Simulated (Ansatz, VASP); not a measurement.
## TiB2 in VASP and in Ansatz

The input INCAR:

```
PREC     = Accurate       # precision mode
ENCUT    = 520            # plane-wave cutoff, eV
EDIFF    = 1E-7           # SCF threshold, eV
ISMEAR   = -1             # smearing method
SIGMA    = 0.05           # smearing width, eV
LREAL    = False          # projectors in reciprocal space
LASPH    = True           # aspherical terms in the spheres
NELM     = 80             # most SCF steps
ALGO     = Normal         # electronic algorithm
ISIF     = 2              # what is computed and relaxed
LWAVE    = False          # write WAVECAR
LCHARG   = False          # write CHGCAR
GGA      = PS             # functional
NBANDS   = 16             # bands
```

KPOINTS

```
regular mesh
0
Gamma
  14 14 11
```

File POSCAR:

```
TiB2
1.0
    2.7872979094      0.0000000000      0.0000000000
   -1.3936489547      2.4138707974      0.0000000000
    0.0000000000      0.0000000000      2.8598135546
Ti B
1 2
Direct
    0.0000000000      0.0000000000      0.0000000000
    0.3333333333      0.6666666667      0.5000000000
    0.6666666667      0.3333333333      0.5000000000
```

Input for Ansatz:

```yaml
crystal:
  lattice:
    - [2.7872979094, 0.0, 0.0]
    - [-1.3936489547, 2.4138707974, 0.0]
    - [0.0, 0.0, 2.8598135546]
  atoms:
    - { symbol: Ti, position: [0.0, 0.0, 0.0] }
    - { symbol: B, position: [0.3333333333, 0.6666666667, 0.5] }
    - { symbol: B, position: [0.6666666667, 0.3333333333, 0.5] }
kpoints:
  mp_grid: { grid: [14, 14, 11] }
  band_path:
    path:
      - [0.0, 0.0, 0.0]
      - [0.5, 0.0, 0.0]
      - [0.3333333333, 0.3333333333, 0.0]
      - [0.0, 0.0, 0.0]
      - [0.0, 0.0, 0.5]
      - [0.5, 0.0, 0.5]
      - [0.3333333333, 0.3333333333, 0.5]
      - [0.0, 0.0, 0.5]
      - [0.5, 0.0, 0.5]
    npoints: 6
scf:
  occupations: { method: fermi_dirac, width: 0.05 }
hamiltonian:
  xc: pbesol
  pseudopotentials: { kind: paw }
output:
  forces: true
  stress: true
  eigenvalues: true
  populations: true
  write_density: true
  write_potential: true
  elf: true
  volumetric_format: npy
```

Change from the starting cell: volume scaled by 0.75, PAW files.

Alike in both runs: task single point; functional PBEsol; k mesh 14 × 14 × 11; occupations fermi-dirac, width 0.05 eV; no spin polarisation.

```csv
,VASP,Ansatz
version,VASP 6.6.1,Ansatz 0.2.0
potentials or method,"VASP PAW PBE potentials, release 64 (Ti_sv, B)","PAW with Ansatz's default frozen-core files, scalar-relativistic"
plane-wave cutoff (eV),520,420
valence electrons in the cell,18,18
```

VASP gave:

- pressure (GPa): 117.5
- traceless stress, the component that is largest in VASP (GPa): -0.30

Question: Which values does Ansatz return?

Answer: Pressure (GPa): 117.2; traceless stress, the component that is largest in VASP (GPa): 0.03.

VASP's potentials were made for PBE, not for PBEsol. Both programs put the cell under a high pressure, so it lies far from rest at this level. The functional is the same, so the differences come from potentials, cutoffs and numerics.

Noted on VASP's run: the cell as given lies far from equilibrium.
